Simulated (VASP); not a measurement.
# SiGe4 in VASP: further runs

The runs below take SiGe4 through single point, with PBE.

Program: VASP 6.6.1. These are calculated values, not measurements. Logs are shortened: lines on timing, memory, paths and dates and some standing lists are left out, and cuts for length are marked.

## (1) The cell of the first run

The cell holds a slab with vacuum, 5 atoms: a = 4.074 Å, b = 4.074 Å, c = 19.740 Å, α = 90.00°, β = 90.00°, γ = 120.00°.

## (2) Single point, PBE

INCAR reads:

```
ALGO = Normal
DIPOL = 0.5 0.5 0.353
EDIFF = 1E-6
ENCUT = 520
GGA = PE
IDIPOL = 3
ISIF = 2
ISMEAR = 0
LASPH = T
LCHARG = T
LDIPOL = T
LELF = T
LREAL = F
LVACPOTAV = T
LVHAR = T
LWAVE = F
NBANDS = 38
NELM = 80
PREC = Accurate
SIGMA = 0.1
```

KPOINTS reads:

```
k-points
0
Gamma
  9 9 1
```

POSCAR reads:

```
SiGe4
1.0
    4.0740542171      0.0000000000      0.0000000000
   -2.0370271085      3.5282344484      0.0000000000
    0.0000000000      0.0000000000     19.7403205846
Ge Si
4 1
Direct
    0.3333333333      0.6666666667      0.2026309544
    0.0000000000      0.0000000000      0.2447585800
    0.0000000000      0.0000000000      0.3792011874
    0.6666666667      0.3333333333      0.4174360061
    1.5555555556      0.5555555556      0.5230490661
```

Potentials or basis: VASP PAW PBE potentials, release 64 (Ge_d, Si).

On the command line:

```
> cat potpaw_PBE.64/Ge_d/POTCAR potpaw_PBE.64/Si/POTCAR > POTCAR
> mpirun -np 1 vasp_std > vasp.out
```

OUTCAR:

```text
EDIFF = 1E-6
   ENCUT = 520
   GGA = PE
   ISIF = 2
   ISMEAR = 0
   LASPH = T
   LREAL = F
   NELM = 80
   PREC = Accurate

 ion  position               nearest neighbor table
   1  0.333  0.667  0.203-   2 2.49   2 2.49   2 2.49
   2  0.000  0.000  0.245-   1 2.49   1 2.49   1 2.49   3 2.65
   3  0.000  0.000  0.379-   4 2.47   4 2.47   4 2.47   2 2.65
   4  0.667  0.333  0.417-   5 2.40   3 2.47   3 2.47   3 2.47
   5  0.556  0.556  0.523-   4 2.40

  LATTYP: Found a hexagonal cell.
 ALAT       =     4.0740542171
 C/A-ratio  =     4.8453750325

  Lattice vectors:

 A1 = (   4.0740542171,   0.0000000000,   0.0000000000)
 A2 = (  -2.0370271085,   3.5282344484,   0.0000000000)
 A3 = (   0.0000000000,   0.0000000000,  19.7403205846)

Analysis of symmetry for initial positions (statically):
=====================================================================
 Subroutine PRICEL returns:
 Original cell was already a primitive cell.

 Routine SETGRP: Setting up the symmetry group for a
 hexagonal supercell.

 Subroutine GETGRP returns: Found  1 space group operations
 (whereof  1 operations were pure point group operations)
 out of a pool of 24 trial point group operations.

The static configuration has the point symmetry C_1 .

Analysis of symmetry for dynamics (positions and initial velocities):
=====================================================================
 Subroutine PRICEL returns:
 Original cell was already a primitive cell.

 Routine SETGRP: Setting up the symmetry group for a
 hexagonal supercell.

 Subroutine GETGRP returns: Found  1 space group operations
 (whereof  1 operations were pure point group operations)
 out of a pool of 24 trial point group operations.

The dynamic configuration has the point symmetry C_1 .

 Subroutine INISYM returns: Found  1 space group operations
 (whereof  1 operations are pure point group operations),
 and found     1 'primitive' translations

----------------------------------------------------------------------------------------

                                     Primitive cell

  volume of cell :     283.7517

  direct lattice vectors                    reciprocal lattice vectors
     4.074054217  0.000000000  0.000000000     0.245455742  0.141713939  0.000000000
    -2.037027108  3.528234448  0.000000000     0.000000000  0.283427877  0.000000000
     0.000000000  0.000000000 19.740320585     0.000000000  0.000000000  0.050657739

  length of vectors
     4.074054217  4.074054217 19.740320585     0.283427877  0.283427877  0.050657739

  position of ions in fractional coordinates (direct lattice)
     0.333333333  0.666666667  0.202630954
     0.000000000  0.000000000  0.244758580
     0.000000000  0.000000000  0.379201187
     0.666666667  0.333333333  0.417436006
     0.555555556  0.555555556  0.523049066

  ion indices of the primitive-cell ions
   primitive index   ion index
                 1           1
                 2           2
                 3           3
                 4           4
                 5           5

----------------------------------------------------------------------------------------

 KPOINTS: k-points

Automatic generation of k-mesh.
 Grid dimensions read from file:
 generate k-points for:    9    9    1

 Generating k-lattice:

  Cartesian coordinates                     Fractional coordinates (reciprocal lattice)
     0.027272860  0.015745993  0.000000000     0.111111111 -0.000000000  0.000000000
     0.000000000  0.031491986  0.000000000     0.000000000  0.111111111  0.000000000
     0.000000000  0.000000000  0.050657739     0.000000000  0.000000000  1.000000000

  Length of vectors
     0.031491986  0.031491986  0.050657739

  Shift w.r.t. Gamma in fractional coordinates (k-lattice)
     0.000000000  0.000000000  0.000000000

 Subroutine IBZKPT returns following result:
 ===========================================

 Found     41 irreducible k-points:

 Following reciprocal coordinates:
            Coordinates               Weight
  0.000000  0.000000  0.000000      1.000000
  0.111111 -0.000000  0.000000      2.000000
  0.000000  0.111111  0.000000      2.000000
 -0.111111  0.111111  0.000000      2.000000
  0.222222 -0.000000  0.000000      2.000000
  0.000000  0.222222  0.000000      2.000000
[... 16 lines left out ...]
  0.333333  0.111111  0.000000      2.000000
 -0.111111  0.444444  0.000000      2.000000
 [... further k-points ...]
   k-points           NKPTS =     41   k-points in BZ     NKDIM =     41   number of bands    NBANDS=     38
   number of dos      NEDOS =    301   number of ions     NIONS =      5
   total plane-waves  NPLWV = 135000
   dimension x,y,z NGX =    30 NGY =   30 NGZ =  150
   dimension x,y,z NGXF=    60 NGYF=   60 NGZF=  300
   ions per type =               4   1
   NGX,Y,Z   is equivalent  to a cutoff of  12.24, 12.24, 12.63 a.u.
   NGXF,Y,Z  is equivalent  to a cutoff of  24.48, 24.48, 25.26 a.u.
 SYSTEM =  unknown system
   PREC   = accura    normal or accurate (medium, high low for compatibility)
   ISTART =      0    job   : 0-new  1-cont  2-samecut
   ICHARG =      2    charge: 1-file 2-atom 10-const
   ISPIN  =      1    spin polarized calculation?
   LNONCOLLINEAR =      F non collinear calculations
   LSORBIT =      F    spin-orbit coupling
   LASPH  =      T    aspherical Exc in radial PAW
   ENCUT  =  520.0 eV  38.22 Ry    6.18 a.u.   7.58  7.58 36.70*2*pi/ulx,y,z
   NELM   =     80;   NELMIN=  2; NELMDL= -5     # of ELM steps
   EDIFF  = 0.1E-05   stopping-criterion for ELM
   LREAL  =      F    real-space projection
   EDIFFG = 0.1E-04   stopping-criterion for IOM
   NSW    =      0    number of steps for IOM
   IBRION =     -1    ionic relax: 0-MD 1-quasi-New 2-CG
   NFREE  =      0    steps in history (QN), initial steepest desc. (CG)
   ISIF   =      2    stress and relaxation
   ISYM   =      2    0-nonsym 1-usesym 2-fastsym
   POTIM  = 0.5000    time-step for ionic-motion
   TEBEG  =    0.0;   TEEND  =   0.0 temperature during run
   PSTRESS=    0.0 pullay stress
   NELECT =      60.0000    total number of electrons
   NUPDOWN=      -1.0000    fix difference up-down
   EMIN   =  10.00;   EMAX   =-10.00  energy-range for DOS
   EFERMI =   0.00;   METHOD = LEGACY
   ISMEAR =     0;   SIGMA  =   0.10  broadening in eV -4-tet -1-fermi 0-gaus
   EFERMI_NEDOS =   21; number of points for ismear=-14 and -15
   IALGO  =     38    algorithm
   IMIX   =      4    mixing-type and parameters
     AMIX     =   0.40;   BMIX     =  1.00
     AMIX_MAG =   1.60;   BMIX_MAG =  1.00
  volume/ion in A,a.u.               =      56.75       382.97
  Fermi-wavevector in a.u.,A,eV,Ry     =   0.975317  1.843082 12.942449  0.951243
  Thomas-Fermi vector in A             =   2.105847
   LORBIT       =      0    0 simple, 1 ext, 2 COOP (PROOUT), +10 PAW based schemes
   GGA     = PE    functional components
   LHFCALC =     F    Hartree Fock is set to
   AEXX    =    0.0000 exact exchange contribution
   IVDW    =     0    specifies the selected vdW correction
   LEPSILON=     F    determine dielectric tensor
   LRPA    =     F    only Hartree local field effects (RPA)
 non-spin polarized calculation
 Gauss-broadening in eV      SIGMA  =   0.10
  energy-cutoff  :      520.00
  volume of cell :      283.75
 maximum number of plane-waves:      7693
   NGX = 15   NGY = 15   NGZ = 73

 dipolmoment           0.000000      0.000000      0.000008 electrons x Angstroem

 number of electron      59.9999957 magnetization

 dipolmoment           0.000000      0.000000     -0.000380 electrons x Angstroem

 Free energy of the ion-electron system (eV)
  ---------------------------------------------------
  ext. energy  EPLUGINS =         0.00000000
  ---------------------------------------------------
  free energy    TOTEN  =       -20.08492074 eV

  energy without entropy =      -20.07017284  energy(sigma->0) =      -20.07754679

 E-fermi :  -0.8981     XC(G=0):  -4.8263

 val. band max:       -0.9274902216   @ k =   0.2222   0.3333   0.0000
 cond. band min:      -0.8698038788   @ k =   0.0000   0.0000   0.0000
 fundamental gap:      0.0576863428
 Fermi energy:        -0.8980565347

 k-point     1 :       0.0000    0.0000    0.0000
  band No.  band energies     occupation
      1     -25.6470      2.00000
      2     -25.6402      2.00000
      3     -25.6189      2.00000
      4     -25.5939      2.00000
      5     -25.5872      2.00000
      6     -25.3592      2.00000
[... 30 lines left out ...]
     37       2.9735      0.00000
     38       3.1178      0.00000

 k-point     2 :       0.1111   -0.0000    0.0000
  band No.  band energies     occupation
      1     -25.6494      2.00000
      2     -25.6423      2.00000
      3     -25.6200      2.00000
      4     -25.5902      2.00000
      5     -25.5844      2.00000
      6     -25.3647      2.00000
[... 30 lines left out ...]
     37       3.0249      0.00000
     38       3.1766      0.00000

 k-point     3 :       0.0000    0.1111    0.0000
  band No.  band energies     occupation
      1     -25.6491      2.00000
      2     -25.6425      2.00000
      3     -25.6196      2.00000
      4     -25.5913      2.00000
      5     -25.5838      2.00000
      6     -25.3640      2.00000
[... 30 lines left out ...]
     37       2.9948      0.00000
     38       3.1968      0.00000

 k-point     4 :      -0.1111    0.1111    0.0000
  band No.  band energies     occupation
      1     -25.6496      2.00000
      2     -25.6425      2.00000
      3     -25.6201      2.00000
      4     -25.5903      2.00000
      5     -25.5840      2.00000
      6     -25.3644      2.00000
[... 30 lines left out ...]
     37       3.0338      0.00000
     38       3.1341      0.00000
[... 703 lines left out ...]
      4     -25.5799      2.00000
      5     -25.5774      2.00000
      6     -25.3771      2.00000
[... 30 lines left out ...]
     37       3.8849      0.00000
     38       4.0782      0.00000

 k-point    23 :       0.3333    0.1111    0.0000
  band No.  band energies     occupation
      1     -25.6614      2.00000
      2     -25.6442      2.00000
      3     -25.6227      2.00000
      4     -25.5880      2.00000
      5     -25.5707      2.00000
      6     -25.3626      2.00000
[... 30 lines left out ...]
     37       4.1777      0.00000
     38       4.6467      0.00000

 k-point    24 :      -0.1111    0.4444    0.0000
  band No.  band energies     occupation
      1     -25.6577      2.00000
      2     -25.6468      2.00000
      3     -25.6270      2.00000
      4     -25.5821      2.00000
      5     -25.5729      2.00000
      6     -25.3735      2.00000
[... 30 lines left out ...]
     37       4.0957      0.00000
     38       4.8782      0.00000

 [... further k-points ...]

------------------------ aborting loop because EDIFF is reached ----------------------------------------

  FORCE on cell =-STRESS in cart. coord.  units (eV):
  Direction    XX          YY          ZZ          XY          YZ          ZX
  --------------------------------------------------------------------------------------
  -------------------------------------------------------------------------------------
  Total       -1.2982770     -1.3487142     -0.0074023      0.1061628     -0.0019811      0.3867880
  in kB       -7.3305996     -7.6153886     -0.0417962      0.5994382     -0.0111864      2.1839622
  external PRESSURE =      -4.9959281 kB  Pullay stress =       0.0000000 kB

 VOLUME and BASIS-vectors are now :
 -----------------------------------------------------------------------------
  energy-cutoff  :      520.00
  volume of cell :      283.75
      direct lattice vectors                 reciprocal lattice vectors
     4.074054217  0.000000000  0.000000000     0.245455742  0.141713939  0.000000000
    -2.037027108  3.528234448  0.000000000     0.000000000  0.283427877  0.000000000
     0.000000000  0.000000000 19.740320585     0.000000000  0.000000000  0.050657739

 POSITION                                       TOTAL-FORCE (eV/Angst)
 -----------------------------------------------------------------------------------
     -0.00000      2.35216      4.00000         0.053110     -0.057550      0.326016
      0.00000      0.00000      4.83161        -0.104030      0.045103     -0.254189
      0.00000      0.00000      7.48555         0.013505      0.077435     -0.730262
      2.03703      1.17608      8.24032        -0.090904     -0.048690      0.662533
      1.13168      1.96013     10.32516         0.128319     -0.016297     -0.004098
 -----------------------------------------------------------------------------------
    total drift:                               -0.000004     -0.000065     -0.000812

  FREE ENERGIE OF THE ION-ELECTRON SYSTEM (eV)
  ---------------------------------------------------
  free  energy   TOTEN  =       -20.0849207421 eV

  energy  without entropy=      -20.0701728407  energy(sigma->0) =      -20.07754679

 vacuum level on the upper side and lower side of the slab         3.764         3.769
```

Wall time 12 min (1 thread of AMD EPYC 9R14 (Zen 4), shared host); peak memory 0.53 GiB.

What came out:

```
Free energy            : -20.0849 eV
Largest force          : 0.734 eV/Å
Band gap on the k mesh : zero (bands 30 and 31 overlap by 0.65 eV)
```

Forces on the atoms (eV/Å):
```
Ge   0.053 -0.058  0.326
Ge  -0.104  0.045 -0.254
Ge   0.014  0.077 -0.730
Ge  -0.091 -0.049  0.663
Si   0.128 -0.016 -0.004
```

## (3) Single point, PBE

INCAR reads:

```
ALGO = Normal ; DIPOL = 0.5 0.5 0.351
EDIFF = 1E-6 ; ENCUT = 520
GGA = PE ; IDIPOL = 3
ISIF = 2 ; ISMEAR = 0
LASPH = True ; LCHARG = True
LDIPOL = True ; LELF = True
LREAL = False ; LVACPOTAV = True
LVHAR = True ; LWAVE = False
NBANDS = 38 ; NELM = 80
PREC = Accurate ; SIGMA = 0.1
```

KPOINTS is that of step 2.

POSCAR, as its differences from that of step 2:

```diff
@@ -12,2 +12,2 @@
     0.6666666667      0.3333333333      0.4174360061
-    1.5555555556      0.5555555556      0.5230490661
+    0.7777777778      0.7777777778      0.5096885656
```

Potentials or basis: VASP PAW PBE potentials, release 64 (Ge_d, Si).

On the command line:

```
> cat potpaw_PBE.64/Ge_d/POTCAR potpaw_PBE.64/Si/POTCAR > POTCAR
> mpirun -np 1 vasp_std > vasp.out
```

It took 11 min on 1 thread of AMD EPYC 9R14 (Zen 4), shared host; peak memory 0.54 GiB.

It converged, with:

```yaml
Free_energy: -20.2503 eV
Largest_force: 0.993 eV/Å
Band_gap_on_the_k_mesh: zero (bands 30 and 31 overlap by 0.52 eV)
```

Forces in eV/Å, atoms in the order of the input:
```
Ge  -0.018 -0.023  0.153
Ge  -0.032 -0.068 -0.140
Ge   0.060  0.362 -0.879
Ge  -0.053 -0.479  0.868
Si   0.042  0.208 -0.002
```

Levels at points of the mesh, in eV from the Fermi level:
```tsv
k point	band 28	band 29	band 30	band 31	band 32	band 33
(0.00, 0.00, 0.00)	-0.66	-0.03	0.04	1.01	1.11	1.55
```

## (4) Single point, PBE

INCAR reads:

```
ALGO     = Normal         # electronic algorithm
DIPOL    = 0.5 0.5 0.350
EDIFF    = 1E-6           # SCF threshold, eV
ENCUT    = 520            # plane-wave cutoff, eV
GGA      = PE             # functional
IDIPOL   = 3            
ISIF     = 2              # what is computed and relaxed
ISMEAR   = 0              # smearing method
LASPH    = T              # aspherical terms in the spheres
LCHARG   = F              # write CHGCAR
LDIPOL   = T            
LREAL    = F              # projectors in reciprocal space
LWAVE    = F              # write WAVECAR
NBANDS   = 38             # bands
NELM     = 80             # most SCF steps
PREC     = Accurate       # precision mode
SIGMA    = 0.1            # smearing width, eV
```

KPOINTS is that of step 3.

POSCAR, as its differences from that of step 3:

```diff
@@ -12,2 +12,2 @@
     0.6666666667      0.3333333333      0.4174360061
-    0.7777777778      0.7777777778      0.5096885656
+    1.1111111111      0.4444444444      0.5066813000
```

On the command line:

```
> cat potpaw_PBE.64/Ge_d/POTCAR potpaw_PBE.64/Si/POTCAR > POTCAR
> mpirun -np 1 vasp_std > vasp.out
```

Run time: 12 min. Hardware: 1 thread of AMD EPYC 9R14 (Zen 4), shared host; peak memory 0.54 GiB.

It converged, with:

| Quantity | Value |
| --- | --- |
| Free energy | -20.1473 eV |
| Largest force | 0.933 eV/Å |
| Band gap on the k mesh | zero (bands 30 and 31 overlap by 0.69 eV) |

Forces in eV/Å, atoms in the order of the input:
```
Ge  -0.047 -0.043  0.293
Ge   0.005  0.136 -0.268
Ge   0.252 -0.130 -0.781
Ge  -0.535  0.100  0.758
Si   0.325 -0.062 -0.001
```

Levels at points of the mesh, in eV from the Fermi level:
```
           k point  band 28  band 29  band 30  band 31  band 32  band 33
(0.00, 0.00, 0.00)    -0.30    -0.14    -0.06     0.87     1.00     1.52
```

## (5) Overview

| cell | gap on the mesh (eV) | largest force (eV/Å) |
| --- | --- | --- |
| as given, atomic positions A | none | 0.73 |
| as given, atomic positions B | none | 0.99 |
| as given, atomic positions C | none | 0.93 |

Alike in all rows: task single point; level PBE; potentials or basis VASP PAW PBE potentials, release 64 (Ge_d, Si); no spin polarisation; k mesh 9 × 9 × 1; cutoff (eV) 520; smearing gaussian 0.1 eV.

Absolute energies hang on the potentials; compare differences alone.
